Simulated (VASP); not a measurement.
# Sr3Rh2Cl2O5 (I4/mmm) in VASP: single point with r2SCAN

Aim: the single point of Sr3Rh2Cl2O5 with r2SCAN.

Program: VASP 6.6.1. These are calculated values, not measurements. Logs are shortened: lines on timing, memory, paths and dates and some standing lists are left out, and cuts for length are marked.

### 1 The cell of the first run

It takes space group I4/mmm (No. 139, tetragonal). Conventional cell: a = 3.975 Å, b = 3.975 Å, c = 23.983 Å, α = 90.00°, β = 90.00°, γ = 90.00°. Within 3.8 Å of Sr (site symmetry 4/mmm) lie 12 O at 2.81 to 2.93 Å and 8 Rh at 3.39 Å and 2 Sr at 3.77 Å. Within 3.4 Å of Sr (site symmetry 4mm) lie 4 O at 2.56 Å and 5 Cl at 3.04 to 3.31 Å and 4 Rh at 3.38 Å. Rh (site symmetry 4mm) has 5 O at 1.89 to 2.01 Å within 2.5 Å. Within 4.0 Å of Cl (site symmetry 4mm) lie 1 Rh at 3.03 Å and 5 Sr at 3.04 to 3.31 Å and 4 O at 3.40 Å and 8 Cl at 3.54 to 3.97 Å. O (site symmetry 4/mmm) has 2 Rh at 1.89 Å within 2.5 Å. Within 2.7 Å of O (site symmetry 2mm) lie 2 Rh at 2.01 Å and 2 Sr at 2.56 Å.

### 2 Single point, r2SCAN

Input file POSCAR:

```
Sr3Rh2Cl2O5
1.0
    0.0000000000      3.9745970000      0.0000000000
    3.9745970000      0.0000000000      0.0000000000
    1.9872980000      1.9872980000    -11.9913450000
Sr Rh Cl O
3 2 2 5
Direct
    0.5000000000      0.5000000000      0.0000000000
    0.3430000000      0.3430000000      0.3140000000
    0.6570000000      0.6570000000      0.6860000000
    0.0788000000      0.0788000000      0.8424000000
    0.9212000000      0.9212000000      0.1576000000
    0.2050000000      0.2050000000      0.5900000000
    0.7950000000      0.7950000000      0.4100000000
    0.0000000000      0.0000000000      0.0000000000
    0.5900000000      0.0900000000      0.8200000000
    0.0900000000      0.5900000000      0.8200000000
    0.4100000000      0.9100000000      0.1800000000
    0.9100000000      0.4100000000      0.1800000000
```

Input file INCAR.step1:

```
ALGO = Normal ; EDIFF = 1E-4
ENCUT = 520 ; GGA = PE
ISMEAR = -1 ; KPAR = 4
LASPH = T ; LCHARG = F
LREAL = F ; LWAVE = T
NBANDS = 64 ; NELM = 60
PREC = Accurate ; SIGMA = 0.1
```

Input file INCAR.step2:

```
ALGO = Normal ; EDIFF = 1E-6
ENCUT = 520 ; ISIF = 2
ISMEAR = -1 ; ISTART = 1
KPAR = 4 ; LASPH = T
LCHARG = F ; LMIXTAU = T
LREAL = F ; LWAVE = F
METAGGA = R2SCAN ; NBANDS = 64
NELM = 60 ; PREC = Accurate
SIGMA = 0.1
```

Input file KPOINTS:

```
k-points
0
Gamma
  8 8 8
```

Potentials or basis: VASP PAW PBE potentials, release 64 (Sr_sv, Rh_pv, Cl, O).

Started as:

```console
$ cat potpaw_PBE.64/Sr_sv/POTCAR potpaw_PBE.64/Rh_pv/POTCAR potpaw_PBE.64/Cl/POTCAR potpaw_PBE.64/O/POTCAR > POTCAR
$ cp INCAR.step1 INCAR
$ mpirun -np 4 vasp_std > vasp.out
$ cp INCAR.step2 INCAR
$ mpirun -np 4 vasp_std > vasp.out
```

OUTCAR:

```text
EDIFF = 1E-6
   ENCUT = 520
   ISIF = 2
   ISMEAR = -1
   ISTART = 1
   LASPH = T
   LREAL = F
   METAGGA = R2SCAN
   NELM = 60
   PREC = Accurate

 ion  position               nearest neighbor table
   1  0.500  0.500  0.000-   8 2.81   8 2.81   8 2.81   8 2.81  12 2.93   9 2.93  10 2.93  11 2.93
                            11 2.93  10 2.93  12 2.93   9 2.93   4 3.39   5 3.39   5 3.39   5 3.39
   2  0.343  0.343  0.314-  11 2.56  12 2.56  12 2.56  11 2.56   7 3.04   7 3.04   7 3.04   7 3.04
                             6 3.31   5 3.38   5 3.38   5 3.38   5 3.38   1 3.77
   3  0.657  0.657  0.686-   9 2.56  10 2.56   9 2.56  10 2.56   6 3.04   6 3.04   6 3.04   6 3.04
                             7 3.31   4 3.38   4 3.38   4 3.38   4 3.38   1 3.77
   4  0.079  0.079  0.842-   8 1.89   9 2.01  10 2.01  10 2.01   9 2.01   3 3.38   3 3.38   3 3.38
                             3 3.38   1 3.39   1 3.39   1 3.39   1 3.39
   5  0.921  0.921  0.158-   8 1.89  11 2.01  12 2.01  12 2.01  11 2.01   2 3.38   2 3.38   2 3.38
                             2 3.38   1 3.39   1 3.39   1 3.39   1 3.39
   6  0.205  0.205  0.590-   3 3.04   3 3.04   3 3.04   3 3.04   2 3.31
   7  0.795  0.795  0.410-   2 3.04   2 3.04   2 3.04   2 3.04   3 3.31
   8  0.000  0.000  0.000-   4 1.89   5 1.89   1 2.81   1 2.81   1 2.81   1 2.81
   9  0.590  0.090  0.820-   4 2.01   4 2.01   3 2.56   3 2.56   1 2.93   1 2.93
  10  0.090  0.590  0.820-   4 2.01   4 2.01   3 2.56   3 2.56   1 2.93   1 2.93
  11  0.410  0.910  0.180-   5 2.01   5 2.01   2 2.56   2 2.56   1 2.93   1 2.93
  12  0.910  0.410  0.180-   5 2.01   5 2.01   2 2.56   2 2.56   1 2.93   1 2.93

  LATTYP: Found a body centered tetragonal cell.
 ALAT       =     3.9745970000
 C/A-ratio  =     6.0339928803

  Lattice vectors:

 A1 = (  -1.9872980000,   1.9872990000,  11.9913450000)
 A2 = (   1.9872990000,  -1.9872980000,  11.9913450000)
 A3 = (   1.9872980000,   1.9872980000, -11.9913450000)

Analysis of symmetry for initial positions (statically):
=====================================================================
 Subroutine PRICEL returns:
 Original cell was already a primitive cell.

 Routine SETGRP: Setting up the symmetry group for a
 body centered tetragonal supercell.

 Subroutine GETGRP returns: Found 16 space group operations
 (whereof 16 operations were pure point group operations)
 out of a pool of 16 trial point group operations.

The static configuration has the point symmetry D_4h.

Analysis of symmetry for dynamics (positions and initial velocities):
=====================================================================
 Subroutine PRICEL returns:
 Original cell was already a primitive cell.

 Routine SETGRP: Setting up the symmetry group for a
 body centered tetragonal supercell.

 Subroutine GETGRP returns: Found 16 space group operations
 (whereof 16 operations were pure point group operations)
 out of a pool of 16 trial point group operations.

The dynamic configuration has the point symmetry D_4h.

 Subroutine INISYM returns: Found 16 space group operations
 (whereof 16 operations are pure point group operations),
 and found     1 'primitive' translations

----------------------------------------------------------------------------------------

                                     Primitive cell

  volume of cell :     189.4323

  direct lattice vectors                    reciprocal lattice vectors
     0.000000000  3.974597000  0.000000000     0.000000000  0.251597835  0.041696730
     3.974597000  0.000000000  0.000000000     0.251597835  0.000000000  0.041696730
     1.987298000  1.987298000-11.991345000     0.000000000  0.000000000 -0.083393481

  length of vectors
     3.974597000  3.974597000 12.316292526     0.255029582  0.255029582  0.083393481

  position of ions in fractional coordinates (direct lattice)
     0.500000000  0.500000000  0.000000000
     0.343000000  0.343000000  0.314000000
     0.657000000  0.657000000  0.686000000
     0.078800000  0.078800000  0.842400000
     0.921200000  0.921200000  0.157600000
     0.205000000  0.205000000  0.590000000
     0.795000000  0.795000000  0.410000000
     0.000000000  0.000000000  0.000000000
     0.590000000  0.090000000  0.820000000
     0.090000000  0.590000000  0.820000000
     0.410000000  0.910000000  0.180000000
     0.910000000  0.410000000  0.180000000

  ion indices of the primitive-cell ions
   primitive index   ion index
                 1           1
                 2           2
                 3           3
                 4           4
                 5           5
                 6           6
                 7           7
                 8           8
                 9           9
                10          10
                11          11
                12          12

----------------------------------------------------------------------------------------

 KPOINTS: k-points

Automatic generation of k-mesh.
 Grid dimensions read from file:
 generate k-points for:    8    8    8

 Generating k-lattice:

  Cartesian coordinates                     Fractional coordinates (reciprocal lattice)
     0.000000000  0.031449729  0.005212091     0.125000000  0.000000000  0.000000000
     0.031449729  0.000000000  0.005212091     0.000000000  0.125000000  0.000000000
     0.000000000  0.000000000 -0.010424185     0.000000000  0.000000000  0.125000000

  Length of vectors
     0.031878698  0.031878698  0.010424185

  Shift w.r.t. Gamma in fractional coordinates (k-lattice)
     0.000000000  0.000000000  0.000000000

 Subroutine IBZKPT returns following result:
 ===========================================

 Found     59 irreducible k-points:

 Following reciprocal coordinates:
            Coordinates               Weight
  0.000000  0.000000  0.000000      1.000000
  0.125000  0.000000 -0.000000      8.000000
  0.250000  0.000000 -0.000000      8.000000
  0.375000  0.000000 -0.000000      8.000000
  0.500000  0.000000 -0.000000      4.000000
  0.125000  0.125000 -0.000000      8.000000
[... 16 lines left out ...]
  0.250000  0.000000  0.125000      4.000000
  0.375000  0.000000  0.125000      8.000000
 [... further k-points ...]
   k-points           NKPTS =     59   k-points in BZ     NKDIM =     59   number of bands    NBANDS=     64
   number of dos      NEDOS =    301   number of ions     NIONS =     12
   total plane-waves  NPLWV =  86400
   dimension x,y,z NGX =    30 NGY =   30 NGZ =   96
   dimension x,y,z NGXF=    60 NGYF=   60 NGZF=  192
   ions per type =               3   2   2   5
   NGX,Y,Z   is equivalent  to a cutoff of  12.55, 12.55, 12.96 a.u.
   NGXF,Y,Z  is equivalent  to a cutoff of  25.10, 25.10, 25.92 a.u.
 SYSTEM =  unknown system
   PREC   = accura    normal or accurate (medium, high low for compatibility)
   ISTART =      1    job   : 0-new  1-cont  2-samecut
   ICHARG =      0    charge: 1-file 2-atom 10-const
   ISPIN  =      1    spin polarized calculation?
   LNONCOLLINEAR =      F non collinear calculations
   LSORBIT =      F    spin-orbit coupling
   LASPH  =      T    aspherical Exc in radial PAW
   ENCUT  =  520.0 eV  38.22 Ry    6.18 a.u.   7.39  7.39 22.90*2*pi/ulx,y,z
   NELM   =     60;   NELMIN=  2; NELMDL=  0     # of ELM steps
   EDIFF  = 0.1E-05   stopping-criterion for ELM
   LREAL  =      F    real-space projection
   EDIFFG = 0.1E-04   stopping-criterion for IOM
   NSW    =      0    number of steps for IOM
   IBRION =     -1    ionic relax: 0-MD 1-quasi-New 2-CG
   NFREE  =      0    steps in history (QN), initial steepest desc. (CG)
   ISIF   =      2    stress and relaxation
   ISYM   =      2    0-nonsym 1-usesym 2-fastsym
   POTIM  = 0.5000    time-step for ionic-motion
   TEBEG  =    0.0;   TEEND  =   0.0 temperature during run
   PSTRESS=    0.0 pullay stress
   NELECT =     104.0000    total number of electrons
   NUPDOWN=      -1.0000    fix difference up-down
   EMIN   =  10.00;   EMAX   =-10.00  energy-range for DOS
   EFERMI =   0.00;   METHOD = LEGACY
   ISMEAR =    -1;   SIGMA  =   0.10  broadening in eV -4-tet -1-fermi 0-gaus
   EFERMI_NEDOS =   21; number of points for ismear=-14 and -15
   IALGO  =     38    algorithm
   IMIX   =      4    mixing-type and parameters
     AMIX     =   0.40;   BMIX     =  1.00
     AMIX_MAG =   1.60;   BMIX_MAG =  1.00
  volume/ion in A,a.u.               =      15.79       106.53
  Fermi-wavevector in a.u.,A,eV,Ry     =   1.340503  2.533184 24.448979  1.796949
  Thomas-Fermi vector in A             =   2.468811
   LORBIT       =      0    0 simple, 1 ext, 2 COOP (PROOUT), +10 PAW based schemes
   METAGGA = R2SCAN    functional components
   LHFCALC =     F    Hartree Fock is set to
   AEXX    =    0.0000 exact exchange contribution
   IVDW    =     0    specifies the selected vdW correction
   LEPSILON=     F    determine dielectric tensor
   LRPA    =     F    only Hartree local field effects (RPA)
 non-spin polarized calculation
  energy-cutoff  :      520.00
  volume of cell :      189.43
 maximum number of plane-waves:      5164
 NGX is ok and might be reduce to    30
   NGX = 15   NGY = 15   NGZ = 45

 number of electron     103.9999998 magnetization

 Free energy of the ion-electron system (eV)
  ---------------------------------------------------
  ext. energy  EPLUGINS =         0.00000000
  ---------------------------------------------------
  free energy    TOTEN  =      -159.95873538 eV

  energy without entropy =     -159.77782641  energy(sigma->0) =     -159.86828090

 E-fermi :   5.0595     XC(G=0): -11.0957

 val. band max:        5.0360007365   @ k =   0.5000   0.2500   0.1250
 cond. band min:       5.0867431161   @ k =   0.5000   0.5000  -0.0000
 fundamental gap:      0.0507423796
 Fermi energy:         5.0595243538

 k-point     1 :       0.0000    0.0000    0.0000
  band No.  band energies     occupation
      1     -43.5082      2.00000
      2     -43.4951      2.00000
      3     -43.4689      2.00000
      4     -43.4689      2.00000
      5     -43.4683      2.00000
      6     -43.4683      2.00000
[... 56 lines left out ...]
     63      10.3949      0.00000
     64      10.7983      0.00000

 k-point     2 :       0.1250    0.0000   -0.0000
  band No.  band energies     occupation
      1     -43.5081      2.00000
      2     -43.4950      2.00000
      3     -43.4707      2.00000
      4     -43.4700      2.00000
      5     -43.4688      2.00000
      6     -43.4682      2.00000
[... 56 lines left out ...]
     63      10.4009      0.00000
     64      10.7103      0.00000

 k-point     3 :       0.2500    0.0000   -0.0000
  band No.  band energies     occupation
      1     -43.5078      2.00000
      2     -43.4948      2.00000
      3     -43.4748      2.00000
      4     -43.4742      2.00000
      5     -43.4687      2.00000
      6     -43.4680      2.00000
[... 1396 lines left out ...]
     63      10.7323      0.00000
     64      10.7400      0.00000

 k-point    24 :       0.3750    0.0000    0.1250
  band No.  band energies     occupation
      1     -43.5076      2.00000
      2     -43.4946      2.00000
      3     -43.4790      2.00000
      4     -43.4783      2.00000
      5     -43.4685      2.00000
      6     -43.4678      2.00000
[... 56 lines left out ...]
     63      10.8461      0.00000
     64      11.0833      0.00000

 [... further k-points ...]
[... 5 lines left out ...]
  --------------------------------------------------------------------------------------
  -------------------------------------------------------------------------------------
  Total        3.4279528      3.4279528      5.5919951      0.0000000      0.0000002      0.0000002
  in kB       28.9928769     28.9928769     47.2958754      0.0000000      0.0000020      0.0000020
  external PRESSURE =      35.0938764 kB  Pullay stress =       0.0000000 kB

 VOLUME and BASIS-vectors are now :
 -----------------------------------------------------------------------------
  energy-cutoff  :      520.00
  volume of cell :      189.43
      direct lattice vectors                 reciprocal lattice vectors
     0.000000000  3.974597000  0.000000000     0.000000000  0.251597835  0.041696730
     3.974597000  0.000000000  0.000000000     0.251597835  0.000000000  0.041696730
     1.987298000  1.987298000-11.991345000     0.000000000  0.000000000 -0.083393481

 POSITION                                       TOTAL-FORCE (eV/Angst)
 -----------------------------------------------------------------------------------
      1.98730      1.98730      0.00000         0.000000      0.000000      0.000000
      1.98730      1.98730     -3.76528         0.000000      0.000000      0.174522
      3.97460      3.97460     -8.22606        -0.000000     -0.000000     -0.174522
      1.98730      1.98730    -10.10151         0.000000      0.000000      1.630677
      3.97460      3.97460     -1.88984        -0.000000     -0.000000     -1.630677
      1.98730      1.98730     -7.07489        -0.000000     -0.000000     -0.049579
      3.97460      3.97460     -4.91645         0.000000      0.000000      0.049579
      0.00000      0.00000      0.00000         0.000000      0.000000      0.000000
      1.98730      3.97460     -9.83290         0.000000      0.000000      0.138438
      3.97460      1.98730     -9.83290         0.000000      0.000000      0.138438
      3.97460      1.98730     -2.15844        -0.000000     -0.000000     -0.138438
      1.98730      3.97460     -2.15844        -0.000000     -0.000000     -0.138438
 -----------------------------------------------------------------------------------
    total drift:                                0.000000      0.000000     -0.000000

  FREE ENERGIE OF THE ION-ELECTRON SYSTEM (eV)
  ---------------------------------------------------
  free  energy   TOTEN  =      -159.9587353847 eV

  energy  without entropy=     -159.7778264148  energy(sigma->0) =     -159.86828090
```

Run time: 12 min. Hardware: 4 MPI ranks of Intel Xeon Platinum 8259CL at 2.50GHz (Skylake/Cascade Lake), shared host; peak memory 0.73 GiB.

Results:

```yaml
Free_energy: -159.9587 eV
Pressure: 3.5 GPa
Largest_force: 1.631 eV/Å
Band_gap_on_the_k_mesh: zero (bands 52 and 53 overlap by 0.32 eV)
```

Forces on the atoms (eV/Å):
```
Sr   0.000  0.000  0.000
Sr   0.000  0.000  0.175
Sr   0.000  0.000 -0.175
Rh   0.000  0.000  1.631
Rh   0.000  0.000 -1.631
Cl   0.000  0.000 -0.050
Cl   0.000  0.000  0.050
O    0.000  0.000  0.000
O    0.000  0.000  0.138
O    0.000  0.000  0.138
O    0.000  0.000 -0.138
O    0.000  0.000 -0.138
```

Stress tensor (GPa, compression positive):
```
2.90 0.00 0.00
0.00 2.90 0.00
0.00 0.00 4.73
```

Caveat: the cell stands under pressure; the PAW data sets were made with another functional, which shifts forces and pressure a little.

The gap in the log of VASP goes by the Fermi energy; the results here count the filled bands.